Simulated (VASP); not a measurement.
# Y (I4/mmm) in VASP: notebook

The runs below take Y through single point, with PBEsol.

Program: VASP 6.6.1. These are calculated values, not measurements. Logs are shortened: lines on timing, memory, paths and dates and some standing lists are left out, and cuts for length are marked.

### Step 1. The cell of the first run

It takes space group I4/mmm (No. 139, tetragonal). Conventional cell: a = 3.690 Å, b = 3.690 Å, c = 4.970 Å, α = 90.00°, β = 90.00°, γ = 90.00°. Y (site symmetry 4/mmm) has 12 Y at 3.60 to 3.69 Å within 4.7 Å.

### Step 2. Single point, PBEsol (strain +0.050 along x and y, +0.000 along z)

Input file INCAR:

```
SYSTEM = Y
PREC = Accurate
ENCUT = 520
EDIFF = 1E-7
ISMEAR = 0
SIGMA = 0.15
LREAL = .False.
LASPH = .True.
NELM = 80
ALGO = Normal
ISIF = 2
LWAVE = .False.
LCHARG = .False.
GGA = PS
NBANDS = 12
```

Input file KPOINTS:

```
Automatic mesh
0
Gamma
  16 16 16
  0 0 0
```

Input file POSCAR:

```
Y
1.0
    0.0000000000      2.6092500000      2.4850000000
    2.6092500000      0.0000000000      2.4850000000
    2.6092500000      2.6092500000      0.0000000000
Y
1
Direct
    0.0000000000      0.0000000000      0.0000000000
```

Potentials or basis: VASP PAW PBE potentials, release 64 (Y_sv).

Command:

```
$ cat potpaw_PBE.64/Y_sv/POTCAR > POTCAR
$ mpirun -np 1 vasp_std > vasp.out
```

OUTCAR:

```text
SYSTEM = Y
   PREC = Accurate
   ENCUT = 520
   EDIFF = 1E-7
   ISMEAR = 0
   LREAL = .False.
   LASPH = .True.
   NELM = 80
   ISIF = 2
   GGA = PS

 ion  position               nearest neighbor table
   1  0.000  0.000  0.000-

  LATTYP: Found a body centered tetragonal cell.
 ALAT       =     3.6900367376
 C/A-ratio  =     1.3468700594

  Lattice vectors:

 A1 = (   0.0000000000,  -2.6092500000,  -2.4850000000)
 A2 = (   0.0000000000,   2.6092500000,  -2.4850000000)
 A3 = (   2.6092500000,   0.0000000000,   2.4850000000)

Analysis of symmetry for initial positions (statically):
=====================================================================
 Subroutine PRICEL returns:
 Original cell was already a primitive cell.

 Routine SETGRP: Setting up the symmetry group for a
 body centered tetragonal supercell.

 Subroutine GETGRP returns: Found 16 space group operations
 (whereof 16 operations were pure point group operations)
 out of a pool of 16 trial point group operations.

The static configuration has the point symmetry D_4h.

Analysis of symmetry for dynamics (positions and initial velocities):
=====================================================================
 Subroutine PRICEL returns:
 Original cell was already a primitive cell.

 Routine SETGRP: Setting up the symmetry group for a
 body centered tetragonal supercell.

 Subroutine GETGRP returns: Found 16 space group operations
 (whereof 16 operations were pure point group operations)
 out of a pool of 16 trial point group operations.

The dynamic configuration has the point symmetry D_4h.

 Subroutine INISYM returns: Found 16 space group operations
 (whereof 16 operations are pure point group operations),
 and found     1 'primitive' translations

----------------------------------------------------------------------------------------

                                     Primitive cell

  volume of cell :      33.8367

  direct lattice vectors                    reciprocal lattice vectors
     0.000000000  2.609250000  2.485000000    -0.191625946  0.191625946  0.201207243
     2.609250000  0.000000000  2.485000000     0.191625946 -0.191625946  0.201207243
     2.609250000  2.609250000  0.000000000     0.191625946  0.191625946 -0.201207243

  length of vectors
     3.603250000  3.603250000  3.690036738     0.337528312  0.337528312  0.337528312

  position of ions in fractional coordinates (direct lattice)
     0.000000000  0.000000000  0.000000000

  ion indices of the primitive-cell ions
   primitive index   ion index
                 1           1

----------------------------------------------------------------------------------------

 KPOINTS: Automatic mesh

Automatic generation of k-mesh.
 Grid dimensions read from file:
 generate k-points for:   16   16   16

 Generating k-lattice:

  Cartesian coordinates                     Fractional coordinates (reciprocal lattice)
    -0.011976622  0.011976622  0.012575453     0.062500000  0.000000000  0.000000000
     0.011976622 -0.011976622  0.012575453     0.000000000  0.062500000  0.000000000
     0.011976622  0.011976622 -0.012575453    -0.000000000 -0.000000000  0.062500000

  Length of vectors
     0.021095519  0.021095519  0.021095519

  Shift w.r.t. Gamma in fractional coordinates (k-lattice)
     0.000000000  0.000000000  0.000000000

 Subroutine IBZKPT returns following result:
 ===========================================

 Found    349 irreducible k-points:

 Following reciprocal coordinates:
            Coordinates               Weight
  0.000000  0.000000  0.000000      1.000000
  0.062500  0.000000  0.000000      8.000000
  0.125000  0.000000  0.000000      8.000000
  0.187500 -0.000000  0.000000      8.000000
  0.250000  0.000000  0.000000      8.000000
  0.312500  0.000000  0.000000      8.000000
[... 16 lines left out ...]
 -0.125000  0.062500  0.000000      8.000000
 -0.062500  0.062500  0.000000      4.000000
 [... further k-points ...]
   k-points           NKPTS =    349   k-points in BZ     NKDIM =    349   number of bands    NBANDS=     12
   number of dos      NEDOS =    301   number of ions     NIONS =      1
   total plane-waves  NPLWV =  21952
   dimension x,y,z NGX =    28 NGY =   28 NGZ =   28
   dimension x,y,z NGXF=    56 NGYF=   56 NGZF=   56
   ions per type =               1
   NGX,Y,Z   is equivalent  to a cutoff of  12.92, 12.92, 12.61 a.u.
   NGXF,Y,Z  is equivalent  to a cutoff of  25.84, 25.84, 25.23 a.u.
 SYSTEM =  Y
   PREC   = accura    normal or accurate (medium, high low for compatibility)
   ISTART =      0    job   : 0-new  1-cont  2-samecut
   ICHARG =      2    charge: 1-file 2-atom 10-const
   ISPIN  =      1    spin polarized calculation?
   LNONCOLLINEAR =      F non collinear calculations
   LSORBIT =      F    spin-orbit coupling
   LASPH  =      T    aspherical Exc in radial PAW
   ENCUT  =  520.0 eV  38.22 Ry    6.18 a.u.   6.70  6.70  6.86*2*pi/ulx,y,z
   NELM   =     80;   NELMIN=  2; NELMDL= -5     # of ELM steps
   EDIFF  = 0.1E-06   stopping-criterion for ELM
   LREAL  =      F    real-space projection
   EDIFFG = 0.1E-05   stopping-criterion for IOM
   NSW    =      0    number of steps for IOM
   IBRION =     -1    ionic relax: 0-MD 1-quasi-New 2-CG
   NFREE  =      0    steps in history (QN), initial steepest desc. (CG)
   ISIF   =      2    stress and relaxation
   ISYM   =      2    0-nonsym 1-usesym 2-fastsym
   POTIM  = 0.5000    time-step for ionic-motion
   TEBEG  =    0.0;   TEEND  =   0.0 temperature during run
   PSTRESS=    0.0 pullay stress
   NELECT =      11.0000    total number of electrons
   NUPDOWN=      -1.0000    fix difference up-down
   EMIN   =  10.00;   EMAX   =-10.00  energy-range for DOS
   EFERMI =   0.00;   METHOD = LEGACY
   ISMEAR =     0;   SIGMA  =   0.15  broadening in eV -4-tet -1-fermi 0-gaus
   EFERMI_NEDOS =   21; number of points for ismear=-14 and -15
   IALGO  =     38    algorithm
   IMIX   =      4    mixing-type and parameters
     AMIX     =   0.40;   BMIX     =  1.00
     AMIX_MAG =   1.60;   BMIX_MAG =  1.00
  volume/ion in A,a.u.               =      33.84       228.34
  Fermi-wavevector in a.u.,A,eV,Ry     =   1.125667  2.127202 17.240288  1.267125
  Thomas-Fermi vector in A             =   2.262345
   LORBIT       =      0    0 simple, 1 ext, 2 COOP (PROOUT), +10 PAW based schemes
   GGA     = PS    functional components
   LHFCALC =     F    Hartree Fock is set to
   AEXX    =    0.0000 exact exchange contribution
   IVDW    =     0    specifies the selected vdW correction
   LEPSILON=     F    determine dielectric tensor
   LRPA    =     F    only Hartree local field effects (RPA)
 non-spin polarized calculation
 Gauss-broadening in eV      SIGMA  =   0.15
  energy-cutoff  :      520.00
  volume of cell :       33.84
 maximum number of plane-waves:       928
   NGX = 13   NGY = 13   NGZ = 13

 number of electron      11.0000001 magnetization

 Free energy of the ion-electron system (eV)
  ---------------------------------------------------
  ext. energy  EPLUGINS =         0.00000000
  ---------------------------------------------------
  free energy    TOTEN  =        -6.77069222 eV

  energy without entropy =       -6.75167477  energy(sigma->0) =       -6.76118350

 E-fermi :   2.8018     XC(G=0):  -9.4160

 val. band max:        2.8003417999   @ k =  -0.1250   0.3125   0.1875
 cond. band min:       2.8043803028   @ k =  -0.2500   0.1250   0.3125
 fundamental gap:      0.0040385029
 Fermi energy:         2.8017657316

 k-point     1 :       0.0000    0.0000    0.0000
  band No.  band energies     occupation
      1     -39.8971      2.00000
      2     -19.6381      2.00000
      3     -19.6381      2.00000
      4     -19.6367      2.00000
      5      -1.9111      2.00000
      6       4.4174      0.00000
      7       4.4174      0.00000
      8       4.7850      0.00000
      9       6.1688      0.00000
     10       6.6814      0.00000
     11      11.6988      0.00000
     12      14.5103      0.00000

 k-point     2 :       0.0625    0.0000    0.0000
  band No.  band energies     occupation
      1     -39.8951      2.00000
      2     -19.6577      2.00000
      3     -19.6413      2.00000
      4     -19.6391      2.00000
      5      -1.8170      2.00000
      6       4.3590      0.00000
      7       4.4602      0.00000
      8       4.7818      0.00000
      9       6.1296      0.00000
     10       6.6234      0.00000
     11      11.9150      0.00000
     12      14.2448      0.00000

 k-point     3 :       0.1250    0.0000    0.0000
  band No.  band energies     occupation
      1     -39.8891      2.00000
      2     -19.7146      2.00000
      3     -19.6504      2.00000
      4     -19.6445      2.00000
      5      -1.5431      2.00000
      6       4.1366      0.00000
      7       4.5607      0.00000
      8       4.8475      0.00000
      9       6.0596      0.00000
     10       6.4919      0.00000
     11      12.4575      0.00000
     12      13.5264      0.00000

 k-point     4 :       0.1875   -0.0000    0.0000
  band No.  band energies     occupation
      1     -39.8801      2.00000
      2     -19.7985      2.00000
      3     -19.6641      2.00000
      4     -19.6526      2.00000
      5      -1.1158      2.00000
      6       3.8133      0.00000
      7       4.6286      0.00000
      8       4.9510      0.00000
      9       6.0913      0.00000
     10       6.4035      0.00000
     11      12.4455      0.00000
     12      13.4742      0.00000

 k-point     5 :       0.2500    0.0000    0.0000
  band No.  band energies     occupation
      1     -39.8694      2.00000
      2     -19.8957      2.00000
      3     -19.6801      2.00000
      4     -19.6621      2.00000
      5      -0.5832      2.00000
      6       3.5025      0.00000
      7       4.5760      0.00000
      8       4.9674      0.00000
      9       6.3475      0.00000
     10       6.5022      0.00000
     11      11.7592      0.00000
     12      13.8561      0.00000
[... 228 lines left out ...]
      1     -39.8650      2.00000
      2     -19.9210      2.00000
      3     -19.6882      2.00000
      4     -19.6802      2.00000
      5      -0.3427      2.00000
      6       3.4034      0.00000
      7       4.6304      0.00000
      8       4.8047      0.00000
      9       6.1342      0.00000
     10       6.9383      0.00000
     11      11.8264      0.00000
     12      13.8010      0.00000

 k-point    22 :      -0.1875    0.0625    0.0000
  band No.  band energies     occupation
      1     -39.8757      2.00000
      2     -19.8261      2.00000
      3     -19.6772      2.00000
      4     -19.6642      2.00000
      5      -0.8908      2.00000
      6       3.6654      0.00000
      7       4.7297      0.00000
      8       4.9099      0.00000
      9       5.8199      0.00000
     10       6.6816      0.00000
     11      12.5014      0.00000
     12      13.7415      0.00000

 k-point    23 :      -0.1250    0.0625    0.0000
  band No.  band energies     occupation
      1     -39.8851      2.00000
      2     -19.7410      2.00000
      3     -19.6650      2.00000
      4     -19.6511      2.00000
      5      -1.3516      2.00000
      6       3.9508      0.00000
      7       4.6637      0.00000
      8       4.9316      0.00000
      9       5.8062      0.00000
     10       6.5974      0.00000
     11      12.8081      0.00000
     12      13.3957      0.00000

 k-point    24 :      -0.0625    0.0625    0.0000
  band No.  band energies     occupation
      1     -39.8919      2.00000
      2     -19.6816      2.00000
      3     -19.6516      2.00000
      4     -19.6431      2.00000
      5      -1.6707      2.00000
      6       4.1915      0.00000
      7       4.5316      0.00000
      8       4.8825      0.00000
      9       5.9669      0.00000
     10       6.6226      0.00000
     11      12.2308      0.00000
     12      13.8869      0.00000

 [... further k-points ...]

------------------------ aborting loop because EDIFF is reached ----------------------------------------

  FORCE on cell =-STRESS in cart. coord.  units (eV):
  Direction    XX          YY          ZZ          XY          YZ          ZX
  --------------------------------------------------------------------------------------
  -------------------------------------------------------------------------------------
  Total       -0.8069384     -0.8069384     -0.5514118      0.0000000      0.0000000      0.0000000
  in kB      -38.2087796    -38.2087796    -26.1095175      0.0000000      0.0000000      0.0000000
  external PRESSURE =     -34.1756922 kB  Pullay stress =       0.0000000 kB

 VOLUME and BASIS-vectors are now :
 -----------------------------------------------------------------------------
  energy-cutoff  :      520.00
  volume of cell :       33.84
      direct lattice vectors                 reciprocal lattice vectors
     0.000000000  2.609250000  2.485000000    -0.191625946  0.191625946  0.201207243
     2.609250000  0.000000000  2.485000000     0.191625946 -0.191625946  0.201207243
     2.609250000  2.609250000  0.000000000     0.191625946  0.191625946 -0.201207243

 POSITION                                       TOTAL-FORCE (eV/Angst)
 -----------------------------------------------------------------------------------
      0.00000      0.00000      0.00000        -0.000000      0.000000      0.000000
 -----------------------------------------------------------------------------------
    total drift:                               -0.000000      0.000000     -0.000000

  FREE ENERGIE OF THE ION-ELECTRON SYSTEM (eV)
  ---------------------------------------------------
  free  energy   TOTEN  =        -6.7706922235 eV

  energy  without entropy=       -6.7516747699  energy(sigma->0) =       -6.76118350
```

Run time: 1.9 min. Hardware: 1 thread of AMD EPYC 7R13 (Zen 3), shared host; peak memory 0.26 GiB.

Results:

```
Free energy : -6.7707 eV
Pressure    : -3.4 GPa
```

Caveat: the cell differs from its parent crystal (strain +0.050 along x and y, +0.000 along z); the PAW data sets were made with another functional, which shifts forces and pressure a little.

### Step 3. Single point, PBEsol (strain -0.025 along x and y, +0.050 along z)

Input file INCAR:

```
SYSTEM = Y
PREC = Accurate ; ENCUT = 520
EDIFF = 1E-6 ; ISMEAR = 0
SIGMA = 0.15 ; LREAL = .FALSE.
LASPH = .TRUE. ; NELM = 80
ALGO = Fast ; ISIF = 2
LWAVE = .FALSE. ; LCHARG = .TRUE.
GGA = PS ; LELF = .TRUE.
LVHAR = .TRUE. ; NBANDS = 12
```

Input file KPOINTS:

```
Automatic mesh
0
G
  16 16 16
  0 0 0
```

Input file POSCAR:

```
Y
1.0
    0.0000000000      2.4228750000      2.6092500000
    2.4228750000      0.0000000000      2.6092500000
    2.4228750000      2.4228750000      0.0000000000
Y
1
Direct
    0.0000000000      0.0000000000      0.0000000000
```

Potentials or basis: VASP PAW PBE potentials, release 64 (Y_sv).

Command:

```
$ cat potpaw_PBE.64/Y_sv/POTCAR > POTCAR
$ mpirun -np 1 vasp_std > vasp.out
```

Wall time 2.6 min (1 thread of Intel Xeon Platinum 8259CL at 2.50GHz (Skylake/Cascade Lake), shared host); peak memory 0.28 GiB.

The run converged. Its results:

| Property | Result |
| --- | --- |
| Free energy | -6.7988 eV |
| Pressure | 0.1 GPa |

Stress tensor (GPa, compression positive):
```
 0.94  0.00  0.00
 0.00  0.94  0.00
 0.00  0.00 -1.55
```

Levels at points of the mesh, in eV from the Fermi level:
| k point | band 1 | band 2 | band 3 | band 4 | band 5 | band 6 | band 7 | band 8 | band 9 | band 10 |
| --- | --- | --- | --- | --- | --- | --- | --- | --- | --- | --- |
| (0.00, 0.00, 0.00) | -42.45 | -22.12 | -22.11 | -22.11 | -4.86 | 1.42 | 2.09 | 2.09 | 3.46 | 4.46 |
| (0.50, 0.00, 0.00) | -42.37 | -22.82 | -22.24 | -22.17 | -2.07 | 0.82 | 1.31 | 2.02 | 5.40 | 5.74 |
| (0.50, 0.50, 0.00) | -42.36 | -22.76 | -22.31 | -22.31 | -1.96 | -0.88 | 1.76 | 5.67 | 6.02 | 6.02 |
| (0.50, 0.00, 0.50) | -42.33 | -22.78 | -22.45 | -22.34 | -1.87 | -1.02 | 2.69 | 5.47 | 5.65 | 6.40 |

Caveat: the cell differs from its parent crystal (strain -0.025 along x and y, +0.050 along z); the PAW data sets were made with another functional, which shifts forces and pressure a little.
